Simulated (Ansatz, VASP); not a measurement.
## Two plane-wave programs on GaN

```
CELL_PARAMETERS angstrom
-3.15158 0.00000 0.00000
0.00000 0.00000 -5.13825
0.00000 -5.45869 0.00000
ATOMIC_POSITIONS crystal
Ga 0.50000 0.00736 0.17449
Ga 0.00000 0.00116 0.65884
Ga 0.00000 0.50116 0.34116
Ga 0.50000 0.50736 0.82551
N 0.50000 0.60515 0.16778
N 0.00000 0.60803 0.66552
N 0.00000 0.10803 0.33448
N 0.50000 0.10515 0.83222
```

Change from the starting cell: mode 11 frozen in at -0.046 Å and mode 13 at +0.091 Å (largest displacements).

Alike in both runs: task single point; functional LDA; k mesh 8 × 6 × 6; occupations gaussian, width 0.05 eV; no spin polarisation.

|  | VASP | Ansatz |
| --- | --- | --- |
| version | VASP 6.6.1 | Ansatz 0.2.0 |
| potentials or method | VASP PAW LDA potentials, release 64 (Ga_d, N), cutoff 520 eV | scalar-relativistic, plane waves, PAW |
| valence electrons in the cell | 72 | 72 |

Ansatz gave:

| Quantity | Value |
| --- | --- |
| gap on the k mesh at the Fermi level (eV) | 2.01 |
| least direct gap on the mesh (eV) | 2.01 |
| pressure (GPa) | 1.6 |
| traceless stress, the component that is largest in VASP (GPa) | -6.80 |
| rms of the force components (eV/Å) | 0.790 |

Question: What did VASP give for the same quantities?

Answer: gap on the k mesh at the Fermi level (eV): 2.02; least direct gap on the mesh (eV): 2.02; pressure (GPa): 2.8; traceless stress, the component that is largest in VASP (GPa): -7.17; rms of the force components (eV/Å): 0.805.

Ansatz warns that its potentials were made for another functional, while VASP's fit it. LDA's correlation is that of Perdew and Zunger in VASP and of Perdew and Wang (1992) in Ansatz. Atom by atom the forces differ by 0.015 eV/Å (rms over components).
